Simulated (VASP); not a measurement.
# SnO2 (P6_3/mmc) in VASP: a series of runs, part 2 of 3

VASP 6.6.1.

## (3) Single point, PBEsol

This run uses another cell than the first one, of 16.25 Å³/atom.

Contents of INCAR:

```
  ALGO = Normal
  EDIFF = 1E-7
  ENCUT = 520
  GGA = PS
  ISIF = 2
  ISMEAR = 0
  LASPH = True
  LCHARG = False
  LREAL = False
  LWAVE = False
  NBANDS = 35
  NELM = 80
  PREC = Accurate
  SIGMA = 0.01
```

Contents of KPOINTS:

```
k-points
0
Gamma
  12 12 2
```

Contents of POSCAR:

```
SnO2
1.0
    3.2305760000      0.0000000000      0.0000000000
   -1.6152880000      2.7977610000      0.0000000000
    0.0000000000      0.0000000000     10.7905620000
Sn O
2 4
Direct
    0.0000000000      0.0000000000      0.5000000000
    0.0000000000      0.0000000000      0.0000000000
    0.6666666667      0.3333333333      0.4058620000
    0.6666666667      0.3333333333      0.0941380000
    0.3333333333      0.6666666667      0.5941380000
    0.3333333333      0.6666666667      0.9058620000
```

Potentials or basis: VASP PAW PBE potentials, release 64 (Sn_d, O).

Launch:

```
$ cat potpaw_PBE.64/Sn_d/POTCAR potpaw_PBE.64/O/POTCAR > POTCAR
$ mpirun -np 1 vasp_std > vasp.out
```

OUTCAR:

```text
EDIFF = 1E-7
   ENCUT = 520
   GGA = PS
   ISIF = 2
   ISMEAR = 0
   LASPH = True
   LREAL = False
   NELM = 80
   PREC = Accurate

 ion  position               nearest neighbor table
   1  0.000  0.000  0.500-   3 2.12   5 2.12   3 2.12   5 2.12   3 2.12   5 2.12
   2  0.000  0.000  0.000-   4 2.12   6 2.12   4 2.12   6 2.12   4 2.12   6 2.12
   3  0.667  0.333  0.406-   1 2.12   1 2.12   1 2.12
   4  0.667  0.333  0.094-   2 2.12   2 2.12   2 2.12
   5  0.333  0.667  0.594-   1 2.12   1 2.12   1 2.12
   6  0.333  0.667  0.906-   2 2.12   2 2.12   2 2.12

  LATTYP: Found a hexagonal cell.
 ALAT       =     3.2305760000
 C/A-ratio  =     3.3401356291

  Lattice vectors:

 A1 = (   3.2305760000,   0.0000000000,   0.0000000000)
 A2 = (  -1.6152880000,   2.7977610000,   0.0000000000)
 A3 = (   0.0000000000,   0.0000000000,  10.7905620000)

Analysis of symmetry for initial positions (statically):
=====================================================================
 Subroutine PRICEL returns:
 Original cell was already a primitive cell.

 Routine SETGRP: Setting up the symmetry group for a
 hexagonal supercell.

 Subroutine GETGRP returns: Found 24 space group operations
 (whereof 12 operations were pure point group operations)
 out of a pool of 24 trial point group operations.

The static configuration has the point symmetry D_3d.
 The point group associated with its full space group is D_6h.

Analysis of symmetry for dynamics (positions and initial velocities):
=====================================================================
 Subroutine PRICEL returns:
 Original cell was already a primitive cell.

 Routine SETGRP: Setting up the symmetry group for a
 hexagonal supercell.

 Subroutine GETGRP returns: Found 24 space group operations
 (whereof 12 operations were pure point group operations)
 out of a pool of 24 trial point group operations.

The dynamic configuration has the point symmetry D_3d.
 The point group associated with its full space group is D_6h.

 Subroutine INISYM returns: Found 24 space group operations
 (whereof 12 operations are pure point group operations),
 and found     1 'primitive' translations

----------------------------------------------------------------------------------------

                                     Primitive cell

  volume of cell :      97.5292

  direct lattice vectors                    reciprocal lattice vectors
     3.230576000  0.000000000  0.000000000     0.309542323  0.178714336  0.000000000
    -1.615288000  2.797761000  0.000000000     0.000000000  0.357428672  0.000000000
     0.000000000  0.000000000 10.790562000     0.000000000  0.000000000  0.092673579

  length of vectors
     3.230576000  3.230576100 10.790562000     0.357428683  0.357428672  0.092673579

  position of ions in fractional coordinates (direct lattice)
     0.000000000  0.000000000  0.500000000
     0.000000000  0.000000000  0.000000000
     0.666666667  0.333333333  0.405862000
     0.666666667  0.333333333  0.094138000
[... 33 lines left out ...]
 Subroutine IBZKPT returns following result:
 ===========================================

 Found     38 irreducible k-points:

 Following reciprocal coordinates:
            Coordinates               Weight
  0.000000  0.000000  0.000000      1.000000
  0.083333  0.000000  0.000000      6.000000
  0.166667  0.000000  0.000000      6.000000
  0.250000  0.000000  0.000000      6.000000
  0.333333  0.000000  0.000000      6.000000
  0.416667  0.000000  0.000000      6.000000
[... 16 lines left out ...]
  0.250000  0.000000  0.500000      6.000000
  0.333333  0.000000  0.500000      6.000000
 [... further k-points ...]
   k-points           NKPTS =     38   k-points in BZ     NKDIM =     38   number of bands    NBANDS=     35
   number of dos      NEDOS =    301   number of ions     NIONS =      6
   total plane-waves  NPLWV =  46080
   dimension x,y,z NGX =    24 NGY =   24 NGZ =   80
   dimension x,y,z NGXF=    48 NGYF=   48 NGZF=  160
   ions per type =               2   4
   NGX,Y,Z   is equivalent  to a cutoff of  12.35, 12.35, 12.33 a.u.
   NGXF,Y,Z  is equivalent  to a cutoff of  24.70, 24.70, 24.65 a.u.
 SYSTEM =  unknown system
   PREC   = accura    normal or accurate (medium, high low for compatibility)
   ISTART =      0    job   : 0-new  1-cont  2-samecut
   ICHARG =      2    charge: 1-file 2-atom 10-const
   ISPIN  =      1    spin polarized calculation?
   LNONCOLLINEAR =      F non collinear calculations
   LSORBIT =      F    spin-orbit coupling
   LASPH  =      T    aspherical Exc in radial PAW
   ENCUT  =  520.0 eV  38.22 Ry    6.18 a.u.   6.01  6.01 20.06*2*pi/ulx,y,z
   NELM   =     80;   NELMIN=  2; NELMDL= -5     # of ELM steps
   EDIFF  = 0.1E-06   stopping-criterion for ELM
   LREAL  =      F    real-space projection
   EDIFFG = 0.1E-05   stopping-criterion for IOM
   NSW    =      0    number of steps for IOM
   IBRION =     -1    ionic relax: 0-MD 1-quasi-New 2-CG
   NFREE  =      0    steps in history (QN), initial steepest desc. (CG)
   ISIF   =      2    stress and relaxation
   ISYM   =      2    0-nonsym 1-usesym 2-fastsym
   POTIM  = 0.5000    time-step for ionic-motion
   TEBEG  =    0.0;   TEEND  =   0.0 temperature during run
   PSTRESS=    0.0 pullay stress
   NELECT =      52.0000    total number of electrons
   NUPDOWN=      -1.0000    fix difference up-down
   EMIN   =  10.00;   EMAX   =-10.00  energy-range for DOS
   EFERMI =   0.00;   METHOD = LEGACY
   ISMEAR =     0;   SIGMA  =   0.01  broadening in eV -4-tet -1-fermi 0-gaus
   EFERMI_NEDOS =   21; number of points for ismear=-14 and -15
   IALGO  =     38    algorithm
   IMIX   =      4    mixing-type and parameters
     AMIX     =   0.40;   BMIX     =  1.00
     AMIX_MAG =   1.60;   BMIX_MAG =  1.00
  volume/ion in A,a.u.               =      16.25       109.69
  Fermi-wavevector in a.u.,A,eV,Ry     =   1.327489  2.508591 23.976569  1.762228
  Thomas-Fermi vector in A             =   2.456798
   LORBIT       =      0    0 simple, 1 ext, 2 COOP (PROOUT), +10 PAW based schemes
   GGA     = PS    functional components
   LHFCALC =     F    Hartree Fock is set to
   AEXX    =    0.0000 exact exchange contribution
   IVDW    =     0    specifies the selected vdW correction
   LEPSILON=     F    determine dielectric tensor
   LRPA    =     F    only Hartree local field effects (RPA)
 non-spin polarized calculation
 Gauss-broadening in eV      SIGMA  =   0.01
  energy-cutoff  :      520.00
  volume of cell :       97.53
 maximum number of plane-waves:      2670
   NGX = 13   NGY = 13   NGZ = 41

 number of electron      51.9999995 magnetization

 Free energy of the ion-electron system (eV)
  ---------------------------------------------------
  ext. energy  EPLUGINS =         0.00000000
  ---------------------------------------------------
  free energy    TOTEN  =       -38.51403905 eV

  energy without entropy =      -38.51403905  energy(sigma->0) =      -38.51403905

 E-fermi :   2.1003     XC(G=0):  -9.3493

 val. band max:        1.9904455997   @ k =   0.2500   0.2500   0.0000
 cond. band min:       4.0373824879   @ k =   0.0000   0.0000   0.0000
 fundamental gap:      2.0469368882
 Fermi energy:         2.1003436696

 k-point     1 :       0.0000    0.0000    0.0000
  band No.  band energies     occupation
      1     -17.9478      2.00000
      2     -17.9471      2.00000
      3     -17.7241      2.00000
      4     -17.7241      2.00000
      5     -17.7241      2.00000
      6     -17.7241      2.00000
[... 901 lines left out ...]
     34      13.3847      0.00000
     35      14.2448      0.00000

 [... further k-points ...]

------------------------ aborting loop because EDIFF is reached ----------------------------------------

  FORCE on cell =-STRESS in cart. coord.  units (eV):
  Direction    XX          YY          ZZ          XY          YZ          ZX
  --------------------------------------------------------------------------------------
  -------------------------------------------------------------------------------------
  Total       -2.9306292     -2.9306294     -1.1172519      0.0000000     -0.0000000      0.0000000
  in kB      -48.1434064    -48.1434103    -18.3538446      0.0000000     -0.0000000      0.0000000
  external PRESSURE =     -38.2135538 kB  Pullay stress =       0.0000000 kB

 VOLUME and BASIS-vectors are now :
 -----------------------------------------------------------------------------
  energy-cutoff  :      520.00
  volume of cell :       97.53
      direct lattice vectors                 reciprocal lattice vectors
     3.230576000  0.000000000  0.000000000     0.309542323  0.178714336  0.000000000
    -1.615288000  2.797761000  0.000000000     0.000000000  0.357428672  0.000000000
     0.000000000  0.000000000 10.790562000     0.000000000  0.000000000  0.092673579

 POSITION                                       TOTAL-FORCE (eV/Angst)
 -----------------------------------------------------------------------------------
      0.00000      0.00000      5.39528        -0.000000      0.000000     -0.000000
      0.00000      0.00000      0.00000        -0.000000      0.000000     -0.000000
      1.61529      0.93259      4.37948         0.000000     -0.000000      0.334736
      1.61529      0.93259      1.01580         0.000000     -0.000000     -0.334736
     -0.00000      1.86517      6.41108         0.000000      0.000000     -0.334736
     -0.00000      1.86517      9.77476        -0.000000     -0.000000      0.334736
 -----------------------------------------------------------------------------------
    total drift:                               -0.000000      0.000000      0.000000

  FREE ENERGIE OF THE ION-ELECTRON SYSTEM (eV)
  ---------------------------------------------------
  free  energy   TOTEN  =       -38.5140390453 eV

  energy  without entropy=      -38.5140390453  energy(sigma->0) =      -38.51403905
```

Wall time 81 s (1 thread of Intel Xeon Platinum 8488C (Sapphire Rapids), shared host); peak memory 0.26 GiB.

What came out:

| Item | Value |
| --- | --- |
| Free energy | -38.5140 eV |
| Pressure | -3.8 GPa |
| Largest force | 0.335 eV/Å |
| Band gap on the k mesh | 2.05 eV (least direct gap 2.45 eV) |

Forces on the atoms (eV/Å):
```
Sn   0.000  0.000  0.000
Sn   0.000  0.000  0.000
O    0.000  0.000  0.335
O    0.000  0.000 -0.335
O    0.000  0.000 -0.335
O    0.000  0.000  0.335
```

Stress tensor (GPa, compression positive):
```
-4.81  0.00  0.00
 0.00 -4.81  0.00
 0.00  0.00 -1.84
```

Caveat: the cell stands under tension; the PAW data sets were made with another functional, which shifts forces and pressure a little; spin-orbit coupling is left out, which moves the levels of the heavy elements.

[end of part 2 of 3]
